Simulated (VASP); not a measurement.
Crystal: Hg.

```
Hg
1.0
     5.07079    0.00000    0.00000
    -2.53539    4.39143    0.00000
     0.00000    0.00000    3.10839
Hg
3
Direct
  0.00000 0.00000 0.00000
  0.33333 0.66667 0.50000
  0.66667 0.33333 0.50000
```

* Program: VASP 6.6.1
* Task: relaxation of cell and atoms
* Functional: LDA
* Potentials or basis: VASP PAW LDA potentials, release 64 (Hg)
* Cutoff: 600 eV
* k mesh: 7 × 7 × 10
* Occupations: fermi-dirac, width 0.1 eV
* Spin: no spin polarisation

At the start: pressure 0.0 GPa; volume 23.07 Å³/atom.

Question: How do energy, volume and symmetry change on relaxing?

Answer: Over 8 steps the energy falls by 6.5 meV/atom and the volume is 23.00 Å³/atom (-0.3 %); space group P6/mmm (No. 191, to 0.1 Å) before and after.

The path:
| step | energy change (eV) | largest force (eV/Å) | pressure (GPa) | volume (Å³) |
| --- | --- | --- | --- | --- |
| 1 | 0.0000 | 0.0000 | 0.02 | 69.22 |
| 2 | -0.0060 | 0.0000 | -0.03 | 69.25 |
| 3 | -0.0177 | 0.0000 | -0.20 | 69.28 |
| 4 | 0.0008 | 0.0000 | 0.07 | 69.16 |
| 5 | -0.0192 | 0.0000 | -0.20 | 69.28 |
| 6 | -0.0192 | 0.0000 | -0.20 | 69.28 |
| 7 | -0.0192 | 0.0000 | 0.21 | 68.75 |
| 8 | -0.0194 | 0.0000 | -0.01 | 68.99 |

Final structure:
```
Hg
1.0
     5.18036    0.00000    0.00000
    -2.59018    4.48633    0.00000
     0.00000    0.00000    2.96857
Hg
3
Direct
  0.00000 0.00000 0.00000
  0.33333 0.66667 0.50000
  0.66667 0.33333 0.50000
```
